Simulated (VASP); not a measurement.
The system is Te2Pb.

```
Pb Te
1.0
     0.00000    3.60508    3.60508
     3.60508    0.00000    3.60508
     3.60508    3.60508    0.00000
Pb Te
1 2
Direct
  0.00000 0.00000 0.00000
  0.25000 0.25000 0.25000
  0.75000 0.75000 0.75000
```

```yaml
Program: VASP 6.6.1
Task: relaxation of cell and atoms
Functional: PBE
Potentials_or_basis: VASP PAW PBE potentials, release 64 (Pb_d, Te)
Cutoff: 600 eV
k_mesh: 6 × 6 × 6
Occupations: fermi-dirac, width 0.02 eV
Spin: no spin polarisation
```

At the start: pressure 8.3 GPa; volume 31.24 Å³/atom.

Task: Where does the relaxation end?

Result: Over 8 steps the energy falls by 124.5 meV/atom and the volume is 36.86 Å³/atom (+18.0 %); space group Fm-3m (No. 225, to 0.05 Å).

The path:
```csv
step,energy change (eV),largest force (eV/Å),pressure (GPa),volume (Å³)
1,0.0000,0.0000,8.26,93.71
2,-0.3355,0.0000,-1.73,117.28
3,-0.3734,0.0000,0.06,110.45
4,-0.3734,0.0000,-0.06,110.81
5,-0.3735,0.0000,-0.03,110.61
6,-0.3734,0.0000,0.07,110.41
7,-0.3735,0.0000,0.03,110.56
8,-0.3735,0.0000,0.02,110.58
```

Final structure:
```yaml
crystal:
  lattice:
    - [0.00000, 3.80966, 3.80966]
    - [3.80966, 0.00000, 3.80966]
    - [3.80966, 3.80966, 0.00000]
  atoms:
    - { symbol: Pb, position: [0.00000, 0.00000, 0.00000] }
    - { symbol: Te, position: [0.25000, 0.25000, 0.25000] }
    - { symbol: Te, position: [0.75000, 0.75000, 0.75000] }
```

Caveat: the volume moved by over 15 % at a fixed basis, so the end points are rough.
